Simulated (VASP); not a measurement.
## KCl: single point with PBE

The system is KCl.

```
K Cl
1.0
     3.70527    0.00000    0.00000
     0.00000    3.70527    0.00000
     0.00000    0.00000    3.70527
K Cl
1 1
Cartesian
  0.0000 0.0000 0.0000
  1.8526 1.8526 1.8526
```

- Program: VASP 6.6.1
- Task: single point
- Functional: PBE
- Potentials or basis: VASP PAW PBE potentials, release 64 (K_sv, Cl)
- Cutoff: 500 eV
- k mesh: 7 × 7 × 7
- Occupations: fermi-dirac, width 0.02 eV
- Spin: no spin polarisation
- Dipole correction: no
- Further INCAR settings: ALGO = Normal; EDIFF = 1e-06; NBANDS = 15

| Quantity | Value |
| --- | --- |
| Pressure | 2.5 GPa |
| Band gap on the k mesh | 5.30 eV (least direct gap 5.50 eV) |

Levels at points of the mesh, in eV from the valence-band top:
```
           k point  band 4  band 5  band 6  band 7  band 8  band 9  band 10  band 11  band 12  band 13
(0.00, 0.00, 0.00)  -11.23  -11.23   -0.20   -0.20   -0.20    5.30     6.48     6.48    10.95    10.95
```

Wall time 15 s on 1 thread of Intel Xeon 8259CL (shared host), peak memory 0.13 GiB.

Caveat: an odd mesh through Γ misses points on the zone boundary, where band edges can lie.
